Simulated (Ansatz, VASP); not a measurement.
SiNi: VASP beside Ansatz

```
Si Ni
1.0
     5.15409    0.00000    0.00000
     0.00000    3.37549    0.00000
     0.00000    0.00000    5.61971
Si Ni
4 4
Direct
  0.32125 0.75000 0.08408
  0.17875 0.25000 0.58408
  0.82125 0.75000 0.41592
  0.67875 0.25000 0.91592
  0.00822 0.25000 0.18849
  0.49178 0.75000 0.68849
  0.50822 0.25000 0.31151
  0.99178 0.75000 0.81151
```

Alike in both runs: task relaxation of cell and atoms; functional LDA; k mesh 8 × 10 × 6; occupations gaussian, width 0.1 eV; no spin polarisation.

|  | VASP | Ansatz |
| --- | --- | --- |
| version | VASP 6.6.1 | Ansatz 0.2.0 |
| potentials or method | VASP PAW LDA potentials, release 64 (Si, Ni), cutoff 600 eV | scalar-relativistic, plane waves, PAW |
| valence electrons in the cell | 56 | 88 |

|  | VASP | Ansatz | Ansatz less VASP |
| --- | --- | --- | --- |
| gap on the k mesh at the Fermi level, each at its own relaxed structure (eV) | none | none | - |
| relaxed volume (Å³/atom) | 11.54 | 11.52 | -0.019 |
| relaxed cell length with the largest relative difference (Å) | 5.486 | 5.480 | -0.0057 |

LDA's correlation is that of Perdew and Zunger in VASP and of Perdew and Wang (1992) in Ansatz. A gap of «none» marks a metal or a gap that the smearing closes. VASP's potentials hold 56 valence electrons a cell and Ansatz's 88, so a difference there can come from the potentials and not from the codes.
